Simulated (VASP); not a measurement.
Write the native input for VASP 6.6.1 that does the following.

```
Task                   : single point
Functional             : PBE
Potentials or basis    : VASP PAW PBE potentials, release 64 (Be, Te)
Cutoff                 : 520 eV
k mesh                 : 6 × 6 × 4
Occupations            : fermi-dirac, width 0.02 eV
Spin                   : no spin polarisation
Dipole correction      : no
Further INCAR settings : ALGO = Normal; EDIFF = 1e-06; NBANDS = 16
```

The structure of BeTe lies in POSCAR:

```
BeTe
1.0
    3.8635963340      0.0000000000      0.0000000000
   -1.9317981670      3.3459725752      0.0000000000
    0.0000000000      0.0000000000      6.0034039917
Be Te
2 2
Direct
    0.0000000000      0.0000000000      0.0000000000
    0.0000000000      0.0000000000      0.5000000000
    0.3333333333      0.6666666667      0.2500000000
    0.6666666667      0.3333333333      0.7500000000
```

These files were run (other wordings do the same):

INCAR

```
PREC = Accurate ; ENCUT = 520
EDIFF = 1E-6 ; ISMEAR = -1
SIGMA = 0.02 ; LREAL = F
LASPH = T ; NELM = 80
ALGO = Normal ; ISIF = 2
LWAVE = F ; LCHARG = F
GGA = PE ; NBANDS = 16
```

KPOINTS

```
Automatic mesh
0
Gamma
  6 6 4
```

Potentials or basis: VASP PAW PBE potentials, release 64 (Be, Te).

The run is started by

```bash
$ cat potpaw_PBE.64/Be/POTCAR potpaw_PBE.64/Te/POTCAR > POTCAR
$ mpirun -np 1 vasp_std > vasp.out
```

It gave:

- Pressure: 0.0 GPa
- Band gap on the k mesh: zero (band 8 reaches 7.65 eV, above the bottom of band 9 at 6.47 eV)

Caveat: spin-orbit coupling is left out, which moves the levels of the heavy elements.

It took 33 s on 1 thread of Intel Xeon 8259CL (shared host), peak memory 0.2 GiB.
